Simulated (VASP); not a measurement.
# P in VASP: notebook, part 3 of 3

VASP 6.6.1.

## Step 4: Single point, r2SCAN

POSCAR

```
P
1.0
    3.2170000000      0.0000000000      0.0000000000
   -1.6085000000      2.7860037240      0.0000000000
    0.0000000000      0.0000000000     28.0000000000
P
2
Direct
    0.3333333333      0.6666666667      0.5140357143
    0.6666666667      0.3333333333      0.4859642857
```

INCAR.step1

```
SYSTEM = P
PREC = Accurate
ENCUT = 520
ISMEAR = 0
SIGMA = 0.02
LREAL = .False.
LASPH = .True.
NELM = 100
LDIPOL = .True.
IDIPOL = 3
DIPOL = 0.5 0.5 0.500
NBANDS = 12
GGA = PE
ALGO = Normal
EDIFF = 1E-4
LWAVE = .True.
LCHARG = .False.
```

INCAR.step2

```
SYSTEM = P
PREC = Accurate
ENCUT = 520
EDIFF = 1E-6
ISMEAR = 0
SIGMA = 0.02
LREAL = .False.
LASPH = .True.
NELM = 100
ALGO = Normal
ISIF = 2
LWAVE = .False.
LCHARG = .True.
LDIPOL = .True.
IDIPOL = 3
DIPOL = 0.5 0.5 0.500
METAGGA = R2SCAN
LMIXTAU = .True.
LELF = .True.
LVHAR = .True.
LVACPOTAV = .True.
NBANDS = 12
ISTART = 1
```

KPOINTS

```
regular mesh
0
Gamma
  9 9 1
  0 0 0
```

Potentials or basis: VASP PAW PBE potentials, release 64 (P).

On the command line:

```console
> cat potpaw_PBE.64/P/POTCAR > POTCAR
> cp INCAR.step1 INCAR
> mpirun -np 1 vasp_std > vasp.out
> cp INCAR.step2 INCAR
> mpirun -np 1 vasp_std > vasp.out
```

OUTCAR:

```text
SYSTEM = P
   PREC = Accurate
   ENCUT = 520
   EDIFF = 1E-6
   ISMEAR = 0
   LREAL = .False.
   LASPH = .True.
   NELM = 100
   ISIF = 2
   METAGGA = R2SCAN
   ISTART = 1

 ion  position               nearest neighbor table
   1  0.333  0.667  0.514-   2 2.02   2 2.02   2 2.02
   2  0.667  0.333  0.486-   1 2.02   1 2.02   1 2.02

  LATTYP: Found a hexagonal cell.
 ALAT       =     3.2170000000
 C/A-ratio  =     8.7037612683

  Lattice vectors:

 A1 = (   3.2170000000,   0.0000000000,   0.0000000000)
 A2 = (  -1.6085000000,   2.7860037240,   0.0000000000)
 A3 = (   0.0000000000,   0.0000000000,  28.0000000000)

Analysis of symmetry for initial positions (statically):
=====================================================================
 Subroutine PRICEL returns:
 Original cell was already a primitive cell.

 Routine SETGRP: Setting up the symmetry group for a
 hexagonal supercell.

 Subroutine GETGRP returns: Found 12 space group operations
 (whereof 12 operations were pure point group operations)
 out of a pool of 24 trial point group operations.

The static configuration has the point symmetry D_3d.

Analysis of symmetry for dynamics (positions and initial velocities):
=====================================================================
 Subroutine PRICEL returns:
 Original cell was already a primitive cell.

 Routine SETGRP: Setting up the symmetry group for a
 hexagonal supercell.

 Subroutine GETGRP returns: Found 12 space group operations
 (whereof 12 operations were pure point group operations)
 out of a pool of 24 trial point group operations.

The dynamic configuration has the point symmetry D_3d.

 Subroutine INISYM returns: Found 12 space group operations
 (whereof 12 operations are pure point group operations),
 and found     1 'primitive' translations

----------------------------------------------------------------------------------------

                                     Primitive cell

  volume of cell :     250.9521

  direct lattice vectors                    reciprocal lattice vectors
     3.217000000  0.000000000  0.000000000     0.310848617  0.179468533  0.000000000
    -1.608500000  2.786003724  0.000000000     0.000000000  0.358937065  0.000000000
     0.000000000  0.000000000 28.000000000     0.000000000  0.000000000  0.035714286

  length of vectors
     3.217000000  3.217000000 28.000000000     0.358937065  0.358937065  0.035714286

  position of ions in fractional coordinates (direct lattice)
     0.333333333  0.666666667  0.514035714
     0.666666667  0.333333333  0.485964286

  ion indices of the primitive-cell ions
   primitive index   ion index
                 1           1
                 2           2

----------------------------------------------------------------------------------------

 KPOINTS: regular mesh

Automatic generation of k-mesh.
 Grid dimensions read from file:
 generate k-points for:    9    9    1

 Generating k-lattice:

  Cartesian coordinates                     Fractional coordinates (reciprocal lattice)
[... 28 lines left out ...]
  0.333333  0.333333  0.000000      2.000000
   k-points           NKPTS =     12   k-points in BZ     NKDIM =     12   number of bands    NBANDS=     12
   number of dos      NEDOS =    301   number of ions     NIONS =      2
   total plane-waves  NPLWV = 120960
   dimension x,y,z NGX =    24 NGY =   24 NGZ =  210
   dimension x,y,z NGXF=    48 NGYF=   48 NGZF=  420
   ions per type =               2
   NGX,Y,Z   is equivalent  to a cutoff of  12.40, 12.40, 12.47 a.u.
   NGXF,Y,Z  is equivalent  to a cutoff of  24.81, 24.81, 24.94 a.u.
 SYSTEM =  P
   PREC   = accura    normal or accurate (medium, high low for compatibility)
   ISTART =      1    job   : 0-new  1-cont  2-samecut
   ICHARG =      0    charge: 1-file 2-atom 10-const
   ISPIN  =      1    spin polarized calculation?
   LNONCOLLINEAR =      F non collinear calculations
   LSORBIT =      F    spin-orbit coupling
   LASPH  =      T    aspherical Exc in radial PAW
   ENCUT  =  520.0 eV  38.22 Ry    6.18 a.u.   5.98  5.98 52.06*2*pi/ulx,y,z
   NELM   =    100;   NELMIN=  2; NELMDL=  0     # of ELM steps
   EDIFF  = 0.1E-05   stopping-criterion for ELM
   LREAL  =      F    real-space projection
   EDIFFG = 0.1E-04   stopping-criterion for IOM
   NSW    =      0    number of steps for IOM
   IBRION =     -1    ionic relax: 0-MD 1-quasi-New 2-CG
   NFREE  =      0    steps in history (QN), initial steepest desc. (CG)
   ISIF   =      2    stress and relaxation
   ISYM   =      2    0-nonsym 1-usesym 2-fastsym
   POTIM  = 0.5000    time-step for ionic-motion
   TEBEG  =    0.0;   TEEND  =   0.0 temperature during run
   PSTRESS=    0.0 pullay stress
   NELECT =      10.0000    total number of electrons
   NUPDOWN=      -1.0000    fix difference up-down
   EMIN   =  10.00;   EMAX   =-10.00  energy-range for DOS
   EFERMI =   0.00;   METHOD = LEGACY
   ISMEAR =     0;   SIGMA  =   0.02  broadening in eV -4-tet -1-fermi 0-gaus
   EFERMI_NEDOS =   21; number of points for ismear=-14 and -15
   IALGO  =     38    algorithm
   IMIX   =      4    mixing-type and parameters
     AMIX     =   0.40;   BMIX     =  1.00
     AMIX_MAG =   1.60;   BMIX_MAG =  1.00
  volume/ion in A,a.u.               =     125.48       846.75
  Fermi-wavevector in a.u.,A,eV,Ry     =   0.559171  1.056680  4.254162  0.312672
  Thomas-Fermi vector in A             =   1.594506
   LORBIT       =      0    0 simple, 1 ext, 2 COOP (PROOUT), +10 PAW based schemes
   METAGGA = R2SCAN    functional components
   LHFCALC =     F    Hartree Fock is set to
   AEXX    =    0.0000 exact exchange contribution
   IVDW    =     0    specifies the selected vdW correction
   LEPSILON=     F    determine dielectric tensor
   LRPA    =     F    only Hartree local field effects (RPA)
 non-spin polarized calculation
 Gauss-broadening in eV      SIGMA  =   0.02
  energy-cutoff  :      520.00
  volume of cell :      250.95
 maximum number of plane-waves:      6828
 NGX is ok and might be reduce to    24
   NGX = 11   NGY = 11   NGZ =105

 number of electron      10.0000000 magnetization

 dipolmoment           0.000000      0.000000     -0.000000 electrons x Angstroem

 Free energy of the ion-electron system (eV)
  ---------------------------------------------------
  ext. energy  EPLUGINS =         0.00000000
  ---------------------------------------------------
  free energy    TOTEN  =       -16.25798072 eV

  energy without entropy =      -16.25632037  energy(sigma->0) =      -16.25715054

 E-fermi :  -3.4751     XC(G=0):  -1.7912

 val. band max:       -3.4772317325   @ k =   0.2222   0.0000   0.0000
 cond. band min:      -3.4730293428   @ k =   0.3333  -0.0000   0.0000
 fundamental gap:      0.0042023897
 Fermi energy:        -3.4751475701

 k-point     1 :       0.0000    0.0000    0.0000
  band No.  band energies     occupation
      1     -21.7573      2.00000
      2     -10.9444      2.00000
      3      -7.4412      2.00000
      4      -7.4412      2.00000
      5      -3.6273      2.00000
      6      -1.7390      0.00000
      7      -1.7390      0.00000
      8      -1.2896      0.00000
      9       1.4235      0.00000
     10       1.7238      0.00000
     11       2.0297      0.00000
     12       2.2003      0.00000
[... 151 lines left out ...]
 k-point    12 :       0.3333    0.3333    0.0000
  band No.  band energies     occupation
      1     -16.7727      2.00000
      2     -16.7727      2.00000
      3     -12.6580      2.00000
      4      -6.2780      2.00000
      5      -6.2780      2.00000
      6      -1.2413      0.00000
      7       2.3792      0.00000
      8       3.4235      0.00000
      9       3.4235      0.00000
     10       4.0437      0.00000
     11       4.0437      0.00000
     12       6.3129      0.00000

------------------------ aborting loop because EDIFF is reached ----------------------------------------

  FORCE on cell =-STRESS in cart. coord.  units (eV):
  Direction    XX          YY          ZZ          XY          YZ          ZX
  --------------------------------------------------------------------------------------
  -------------------------------------------------------------------------------------
  Total        7.3636109      7.3636109      4.3578363      0.0000000      0.0000000      0.0000000
  in kB       47.0122056     47.0122056     27.8221516      0.0000000      0.0000000      0.0000000
  external PRESSURE =      40.6155209 kB  Pullay stress =       0.0000000 kB

 VOLUME and BASIS-vectors are now :
 -----------------------------------------------------------------------------
  energy-cutoff  :      520.00
  volume of cell :      250.95
      direct lattice vectors                 reciprocal lattice vectors
     3.217000000  0.000000000  0.000000000     0.310848617  0.179468533  0.000000000
    -1.608500000  2.786003724  0.000000000     0.000000000  0.358937065  0.000000000
     0.000000000  0.000000000 28.000000000     0.000000000  0.000000000  0.035714286

 POSITION                                       TOTAL-FORCE (eV/Angst)
 -----------------------------------------------------------------------------------
     -0.00000      1.85734     14.39300         0.000000     -0.000000      5.555904
      1.60850      0.92867     13.60700         0.000000      0.000000     -5.555904
 -----------------------------------------------------------------------------------
    total drift:                                0.000000      0.000000      0.000000

  FREE ENERGIE OF THE ION-ELECTRON SYSTEM (eV)
  ---------------------------------------------------
  free  energy   TOTEN  =       -16.2579807235 eV

  energy  without entropy=      -16.2563203664  energy(sigma->0) =      -16.25715054

 vacuum level on the upper side and lower side of the slab         1.744         1.744
```

It took 2.9 min on 1 thread of AMD EPYC 9R45 (Zen 5), shared host; peak memory 0.35 GiB.

What came out:

```
Free energy            : -16.2580 eV
Largest force          : 5.556 eV/Å
Band gap on the k mesh : zero (bands 5 and 6 overlap by 0.51 eV)
```

Forces in eV/Å, atoms in the order of the input:
```
P    0.000  0.000  5.556
P    0.000  0.000 -5.556
```

Caveat: the PAW data sets were made with another functional, which shifts forces and pressure a little.

## Step 5: Overview

```tsv
cell	gap on the mesh (eV)	largest force (eV/Å)
as given, atomic positions A	none	4.51
as given, atomic positions B	none	2.65
as given, atomic positions C	none	5.56
```

Alike in all rows: task single point; level r2SCAN; potentials or basis VASP PAW PBE potentials, release 64 (P); no spin polarisation; k mesh 9 × 9 × 1; cutoff (eV) 520; smearing gaussian 0.02 eV.

Caveats: the PAW data sets were made with another functional, which shifts forces and pressure a little.

Total energies depend on the potentials used, so only differences within one code and one set of settings carry meaning.
